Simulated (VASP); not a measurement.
A run of VASP 6.6.1 is set up as follows.

INCAR

```
SYSTEM = Hf7SiO16
  PREC = Accurate
  ENCUT = 520
  EDIFF = 1E-7
  ISMEAR = 0
  SIGMA = 0.02
  LREAL = Auto
  LASPH = .TRUE.
  NELM = 100
  ALGO = Normal
  ISIF = 2
  LWAVE = .FALSE.
  LCHARG = .FALSE.
  GGA = PS
  NBANDS = 103
```

File KPOINTS:

```
Automatic mesh
0
Gamma
  2 2 2
  0.5 0.5 0.5
```

The input POSCAR:

```
Hf7SiO16
1.0
   -4.2172844662      0.0000000000     -5.1949677708
    5.0956762483      5.1770571954     -0.0019235202
    5.0956762483     -5.1770571954     -0.0019235202
Si Hf O
1 7 16
Direct
    0.3148858221      0.0031087273      0.5409404166
    0.2861877090      0.5039716695      0.0508707896
    0.2220904457      0.4392109789      0.4912014145
    0.2053143172      0.9451349785      0.9844783556
    0.7082423430      0.4847592562      0.9401062681
    0.7242863560      0.9909674002      0.4526826222
    0.7705808857      0.0423237855     -0.0112603788
    0.7978554609      0.5630175565      0.5079662812
    0.0810446750      0.0938454602      0.4300497859
    0.0332513581      0.6082964620      0.8796083284
    0.4289334442      0.1108428178      0.8325268199
    0.4589162175      0.6346392852      0.3719922711
    0.9550810705      0.3657034532      0.1359002498
    0.9205981218      0.8628628387      0.6598320547
    0.5421828905      0.3874553613      0.6097957156
    0.5384931892      0.8912796531      0.1179748731
    0.6275524320      0.0253342632      0.6781262421
    0.6350473056      0.4985329636      0.1869673204
    0.8592366531      0.8068114863      1.0004590965
    0.8766436060      0.3138329265      0.4886632068
    0.3680051595      0.5066681658      0.8084315700
    0.3583575829      0.9982203551      0.3212996056
    0.1558107943      0.7342047999      0.5190203095
    0.1314021603      0.1889753556      0.0023667816
```

Potentials or basis: VASP PAW PBE potentials, release 64 (Si, Hf_pv, O).

Run with:

```bash
$ cat potpaw_PBE.64/Si/POTCAR potpaw_PBE.64/Hf_pv/POTCAR potpaw_PBE.64/O/POTCAR > POTCAR
$ mpirun -np 1 vasp_std > vasp.out
```

**Question.** Estimate the largest force.

**Answer.** 0.204 eV/Å.

**Question.** Predict the pressure.

**Answer.** -6.6 GPa.

**Question.** Estimate the band gap on the k mesh.

**Answer.** 4.11 eV.

Stress tensor (GPa, compression positive):
```
-6.93 -3.13  0.07
-3.13 -9.61 -1.74
 0.07 -1.74 -3.25
```

Caveat: the k points lie up to 0.60 Å⁻¹ apart; the PAW data sets were made with another functional, which shifts forces and pressure a little; spin-orbit coupling is left out, which moves the levels of the heavy elements.
